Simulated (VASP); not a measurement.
# Ti3Al (Fm-3m) in VASP: a series of runs

Ti3Al is run at these levels: PBEsol; tasks: single point.

Everything below comes from runs of VASP 6.6.1. Logs are shortened: lines on timing, memory, paths and dates and some standing lists are left out, and cuts for length are marked.

### Step 1. The cell of the first run

Symmetry: Fm-3m, No. 225, cubic system. The conventional cell has a = 6.332 Å, b = 6.332 Å, c = 6.332 Å, α = 90.00°, β = 90.00°, γ = 90.00°. Ti (site symmetry -43m) has 4 Al at 2.74 Å and 10 Ti at 2.74 to 3.17 Å within 3.6 Å. Within 3.6 Å of Ti (site symmetry m-3m) lie 8 Ti at 2.74 Å and 6 Al at 3.17 Å. Within 3.6 Å of Al (site symmetry m-3m) lie 14 Ti at 2.74 to 3.17 Å.

### Step 2. Single point, PBEsol

INCAR reads:

```
SYSTEM = Ti3Al
PREC     = Accurate       ! precision mode
ENCUT    = 520            ! plane-wave cutoff, eV
EDIFF    = 1E-6           ! SCF threshold, eV
ISMEAR   = 1              ! smearing method
SIGMA    = 0.15           ! smearing width, eV
LREAL    = .FALSE.        ! projectors in reciprocal space
LASPH    = .TRUE.         ! aspherical terms in the spheres
NELM     = 100            ! most SCF steps
ALGO     = Normal         ! electronic algorithm
ISIF     = 2              ! what is computed and relaxed
LWAVE    = .FALSE.        ! write WAVECAR
LCHARG   = .FALSE.        ! write CHGCAR
GGA      = PS             ! functional
NBANDS   = 28             ! bands
```

KPOINTS reads:

```
Automatic mesh
0
G
  6 6 6
  0 0 0
```

POSCAR reads:

```
Ti3Al
1.0
    0.0000000000      3.1658077740      3.1658077740
    3.1658077740      0.0000000000      3.1658077740
    3.1658077740      3.1658077740      0.0000000000
Ti Al
3 1
Direct
    0.7500000000      0.7500000000      0.7500000000
    0.2500000000      0.2500000000      0.2500000000
    0.0000000000      0.0000000000      0.0000000000
    0.5000000000      0.5000000000      0.5000000000
```

Potentials or basis: VASP PAW PBE potentials, release 64 (Ti_sv, Al).

Run with:

```
cat potpaw_PBE.64/Ti_sv/POTCAR potpaw_PBE.64/Al/POTCAR > POTCAR
mpirun -np 1 vasp_std > vasp.out
```

OUTCAR:

```text
SYSTEM = Ti3Al
   PREC = Accurate
   ENCUT = 520
   EDIFF = 1E-6
   ISMEAR = 1
   LREAL = .FALSE.
   LASPH = .TRUE.
   NELM = 100
   ISIF = 2
   GGA = PS

 ion  position               nearest neighbor table
   1  0.750  0.750  0.750-   4 2.74   4 2.74   4 2.74   3 2.74   3 2.74   3 2.74   4 2.74   3 2.74

   2  0.250  0.250  0.250-   3 2.74   3 2.74   3 2.74   4 2.74   4 2.74   4 2.74   4 2.74   3 2.74

   3  0.000  0.000  0.000-   1 2.74   1 2.74   1 2.74   2 2.74   2 2.74   2 2.74   2 2.74   1 2.74

   4  0.500  0.500  0.500-   2 2.74   2 2.74   2 2.74   1 2.74   1 2.74   1 2.74   2 2.74   1 2.74

  LATTYP: Found a face centered cubic cell.
 ALAT       =     6.3316155480

  Lattice vectors:

 A1 = (   0.0000000000,   3.1658077740,   3.1658077740)
 A2 = (   3.1658077740,   0.0000000000,   3.1658077740)
 A3 = (   3.1658077740,   3.1658077740,   0.0000000000)

Analysis of symmetry for initial positions (statically):
=====================================================================
 Subroutine PRICEL returns:
 Original cell was already a primitive cell.

 Routine SETGRP: Setting up the symmetry group for a
 face centered cubic supercell.

 Subroutine GETGRP returns: Found 48 space group operations
[... 9 lines left out ...]

 Routine SETGRP: Setting up the symmetry group for a
 face centered cubic supercell.

 Subroutine GETGRP returns: Found 48 space group operations
[... 11 lines left out ...]
                                     Primitive cell

  volume of cell :      63.4576

  direct lattice vectors                    reciprocal lattice vectors
     0.000000000  3.165807774  3.165807774    -0.157937574  0.157937574  0.157937574
     3.165807774  0.000000000  3.165807774     0.157937574 -0.157937574  0.157937574
     3.165807774  3.165807774  0.000000000     0.157937574  0.157937574 -0.157937574

  length of vectors
     4.477128290  4.477128290  4.477128290     0.273555903  0.273555903  0.273555903

  position of ions in fractional coordinates (direct lattice)
     0.750000000  0.750000000  0.750000000
     0.250000000  0.250000000  0.250000000
     0.000000000  0.000000000  0.000000000
     0.500000000  0.500000000  0.500000000

  ion indices of the primitive-cell ions
   primitive index   ion index
                 1           1
                 2           2
                 3           3
                 4           4

----------------------------------------------------------------------------------------

 KPOINTS: Automatic mesh

Automatic generation of k-mesh.
 Grid dimensions read from file:
 generate k-points for:    6    6    6

 Generating k-lattice:

  Cartesian coordinates                     Fractional coordinates (reciprocal lattice)
    -0.026322929  0.026322929  0.026322929     0.166666667  0.000000000  0.000000000
     0.026322929 -0.026322929  0.026322929     0.000000000  0.166666667  0.000000000
     0.026322929  0.026322929 -0.026322929     0.000000000  0.000000000  0.166666667

  Length of vectors
     0.045592650  0.045592650  0.045592650

  Shift w.r.t. Gamma in fractional coordinates (k-lattice)
     0.000000000  0.000000000  0.000000000

 Subroutine IBZKPT returns following result:
 ===========================================

 Found     16 irreducible k-points:

 Following reciprocal coordinates:
            Coordinates               Weight
  0.000000  0.000000  0.000000      1.000000
  0.166667  0.000000  0.000000      8.000000
  0.333333  0.000000  0.000000      8.000000
  0.500000  0.000000  0.000000      4.000000
  0.166667  0.166667  0.000000      6.000000
  0.333333  0.166667  0.000000     24.000000
[... 8 lines left out ...]
 -0.333333  0.333333  0.166667     24.000000
 -0.333333  0.500000  0.166667     12.000000
   k-points           NKPTS =     16   k-points in BZ     NKDIM =     16   number of bands    NBANDS=     28
   number of dos      NEDOS =    301   number of ions     NIONS =      4
   total plane-waves  NPLWV =  46656
   dimension x,y,z NGX =    36 NGY =   36 NGZ =   36
   dimension x,y,z NGXF=    72 NGYF=   72 NGZF=   72
   ions per type =               3   1
   NGX,Y,Z   is equivalent  to a cutoff of  13.37, 13.37, 13.37 a.u.
   NGXF,Y,Z  is equivalent  to a cutoff of  26.74, 26.74, 26.74 a.u.
 SYSTEM =  Ti3Al
   PREC   = accura    normal or accurate (medium, high low for compatibility)
   ISTART =      0    job   : 0-new  1-cont  2-samecut
   ICHARG =      2    charge: 1-file 2-atom 10-const
   ISPIN  =      1    spin polarized calculation?
   LNONCOLLINEAR =      F non collinear calculations
   LSORBIT =      F    spin-orbit coupling
   LASPH  =      T    aspherical Exc in radial PAW
   ENCUT  =  520.0 eV  38.22 Ry    6.18 a.u.   8.32  8.32  8.32*2*pi/ulx,y,z
   NELM   =    100;   NELMIN=  2; NELMDL= -5     # of ELM steps
   EDIFF  = 0.1E-05   stopping-criterion for ELM
   LREAL  =      F    real-space projection
   EDIFFG = 0.1E-04   stopping-criterion for IOM
   NSW    =      0    number of steps for IOM
   IBRION =     -1    ionic relax: 0-MD 1-quasi-New 2-CG
   NFREE  =      0    steps in history (QN), initial steepest desc. (CG)
   ISIF   =      2    stress and relaxation
   ISYM   =      2    0-nonsym 1-usesym 2-fastsym
   POTIM  = 0.5000    time-step for ionic-motion
   TEBEG  =    0.0;   TEEND  =   0.0 temperature during run
   PSTRESS=    0.0 pullay stress
   NELECT =      39.0000    total number of electrons
   NUPDOWN=      -1.0000    fix difference up-down
   EMIN   =  10.00;   EMAX   =-10.00  energy-range for DOS
   EFERMI =   0.00;   METHOD = LEGACY
   ISMEAR =     1;   SIGMA  =   0.15  broadening in eV -4-tet -1-fermi 0-gaus
   EFERMI_NEDOS =   21; number of points for ismear=-14 and -15
   IALGO  =     38    algorithm
   IMIX   =      4    mixing-type and parameters
     AMIX     =   0.40;   BMIX     =  1.00
     AMIX_MAG =   1.60;   BMIX_MAG =  1.00
  volume/ion in A,a.u.               =      15.86       107.06
  Fermi-wavevector in a.u.,A,eV,Ry     =   1.391880  2.630272 26.358978  1.937330
  Thomas-Fermi vector in A             =   2.515677
   LORBIT       =      0    0 simple, 1 ext, 2 COOP (PROOUT), +10 PAW based schemes
   GGA     = PS    functional components
   LHFCALC =     F    Hartree Fock is set to
   AEXX    =    0.0000 exact exchange contribution
   IVDW    =     0    specifies the selected vdW correction
   LEPSILON=     F    determine dielectric tensor
   LRPA    =     F    only Hartree local field effects (RPA)
 non-spin polarized calculation
 Methfessel and Paxton  Order N= 1 SIGMA  =   0.15
  energy-cutoff  :      520.00
  volume of cell :       63.46
 maximum number of plane-waves:      1724
 NGX is ok and might be reduce to    36
   NGX = 17   NGY = 17   NGZ = 17

 number of electron      39.0000000 magnetization

 Free energy of the ion-electron system (eV)
  ---------------------------------------------------
  ext. energy  EPLUGINS =         0.00000000
  ---------------------------------------------------
  free energy    TOTEN  =       -29.68502556 eV

  energy without entropy =      -29.68381347  energy(sigma->0) =      -29.68462153

 E-fermi :   8.6138     XC(G=0): -11.6590

 val. band max:        8.6000392515   @ k =   0.3333   0.1667   0.0000
 cond. band min:       8.6345319548   @ k =  -0.3333   0.5000   0.1667
 fundamental gap:      0.0344927033
 Fermi energy:         8.6138074776

 k-point     1 :       0.0000    0.0000    0.0000
  band No.  band energies     occupation
      1     -47.6245      2.00000
      2     -47.5298      2.00000
      3     -47.3051      2.00000
      4     -24.0342      2.00000
      5     -24.0342      2.00000
      6     -24.0342      2.00000
[... 20 lines left out ...]
     27      11.9315      0.00000
     28      11.9315      0.00000

 k-point     2 :       0.1667    0.0000    0.0000
  band No.  band energies     occupation
      1     -47.6140      2.00000
      2     -47.5329      2.00000
      3     -47.3128      2.00000
      4     -24.0939      2.00000
      5     -24.0734      2.00000
      6     -24.0734      2.00000
[... 20 lines left out ...]
     27      11.9567      0.00000
     28      11.9567      0.00000

 k-point     3 :       0.3333    0.0000    0.0000
  band No.  band energies     occupation
      1     -47.5886      2.00000
      2     -47.5418      2.00000
      3     -47.3296      2.00000
      4     -24.1123      2.00000
      5     -24.1123      2.00000
      6     -24.1042      2.00000
[... 20 lines left out ...]
     27      11.7702      0.00000
     28      11.7702      0.00000

 k-point     4 :       0.5000    0.0000    0.0000
  band No.  band energies     occupation
      1     -47.5682      2.00000
      2     -47.5531      2.00000
      3     -47.3389      2.00000
      4     -24.1270      2.00000
      5     -24.1270      2.00000
      6     -24.0828      2.00000
[... 20 lines left out ...]
     27      11.6252      0.00000
     28      11.6252      0.00000

 k-point     5 :       0.1667    0.1667    0.0000
  band No.  band energies     occupation
      1     -47.6106      2.00000
      2     -47.5336      2.00000
      3     -47.3155      2.00000
      4     -24.1194      2.00000
      5     -24.1194      2.00000
      6     -24.0366      2.00000
[... 20 lines left out ...]
     27      11.9147      0.00000
     28      11.9961      0.00000

 k-point     6 :       0.3333    0.1667    0.0000
  band No.  band energies     occupation
      1     -47.5906      2.00000
      2     -47.5396      2.00000
      3     -47.3298      2.00000
      4     -24.1561      2.00000
      5     -24.1493      2.00000
      6     -24.0624      2.00000
[... 215 lines left out ...]
      5     -24.2325      2.00000
      6     -24.0478      2.00000
[... 20 lines left out ...]
     27      11.4512     -0.00000
     28      11.8656      0.00000

 k-point    14 :       0.5000    0.3333    0.1667
  band No.  band energies     occupation
      1     -47.5721      2.00000
      2     -47.5451      2.00000
      3     -47.3430      2.00000
      4     -24.1996      2.00000
      5     -24.1456      2.00000
      6     -24.0761      2.00000
[... 20 lines left out ...]
     27      11.7342      0.00000
     28      11.9460      0.00000

 k-point    15 :      -0.3333    0.3333    0.1667
  band No.  band energies     occupation
      1     -47.5570      2.00000
      2     -47.5530      2.00000
      3     -47.3504      2.00000
      4     -24.2171      2.00000
      5     -24.1106      2.00000
      6     -24.0937      2.00000
[... 20 lines left out ...]
     27      11.5411     -0.00000
     28      11.7844      0.00000

 k-point    16 :      -0.3333    0.5000    0.1667
  band No.  band energies     occupation
      1     -47.5569      2.00000
      2     -47.5490      2.00000
      3     -47.3546      2.00000
      4     -24.2396      2.00000
      5     -24.1656      2.00000
      6     -24.0378      2.00000
[... 20 lines left out ...]
     27      11.3638     -0.00000
     28      11.5905     -0.00000

------------------------ aborting loop because EDIFF is reached ----------------------------------------

  FORCE on cell =-STRESS in cart. coord.  units (eV):
  Direction    XX          YY          ZZ          XY          YZ          ZX
  --------------------------------------------------------------------------------------
  -------------------------------------------------------------------------------------
  Total        0.7720696      0.7720696      0.7720696      0.0000000     -0.0000000      0.0000000
  in kB       19.4932112     19.4932112     19.4932112      0.0000000     -0.0000000      0.0000000
  external PRESSURE =      19.4932112 kB  Pullay stress =       0.0000000 kB

 VOLUME and BASIS-vectors are now :
 -----------------------------------------------------------------------------
  energy-cutoff  :      520.00
  volume of cell :       63.46
      direct lattice vectors                 reciprocal lattice vectors
     0.000000000  3.165807774  3.165807774    -0.157937574  0.157937574  0.157937574
     3.165807774  0.000000000  3.165807774     0.157937574 -0.157937574  0.157937574
     3.165807774  3.165807774  0.000000000     0.157937574  0.157937574 -0.157937574

 POSITION                                       TOTAL-FORCE (eV/Angst)
 -----------------------------------------------------------------------------------
      4.74871      4.74871      4.74871        -0.000000     -0.000000     -0.000000
      1.58290      1.58290      1.58290         0.000000      0.000000      0.000000
      0.00000      0.00000      0.00000        -0.000000     -0.000000     -0.000000
      3.16581      3.16581      3.16581        -0.000000     -0.000000     -0.000000
 -----------------------------------------------------------------------------------
    total drift:                                0.000000      0.000000      0.000000

  FREE ENERGIE OF THE ION-ELECTRON SYSTEM (eV)
  ---------------------------------------------------
  free  energy   TOTEN  =       -29.6850255600 eV

  energy  without entropy=      -29.6838134663  energy(sigma->0) =      -29.68462153
```

Wall time 60 s (1 thread of AMD EPYC 7R13 (Zen 3), shared host); peak memory 0.17 GiB.

What came out:

```yaml
Free_energy: -29.6850 eV
Pressure: 1.9 GPa
```

Levels at points of the mesh, in eV from the Fermi level:
| k point | band 15 | band 16 | band 17 | band 18 | band 19 | band 20 | band 21 | band 22 | band 23 | band 24 |
| --- | --- | --- | --- | --- | --- | --- | --- | --- | --- | --- |
| (0.00, 0.00, 0.00) | -1.80 | -1.78 | -1.78 | -1.78 | 0.04 | 0.04 | 0.04 | 2.42 | 2.42 | 2.42 |
| (0.50, 0.00, 0.00) | -1.98 | -1.98 | -0.39 | -0.33 | -0.33 | -0.03 | -0.03 | 0.87 | 1.07 | 1.07 |
| (0.50, 0.50, 0.00) | -2.04 | -2.02 | -0.57 | -0.57 | -0.14 | -0.12 | -0.12 | 1.15 | 1.32 | 1.32 |

Caveat: the PAW data sets were made with another functional, which shifts forces and pressure a little.

(Part 1 of 2 ends here.)
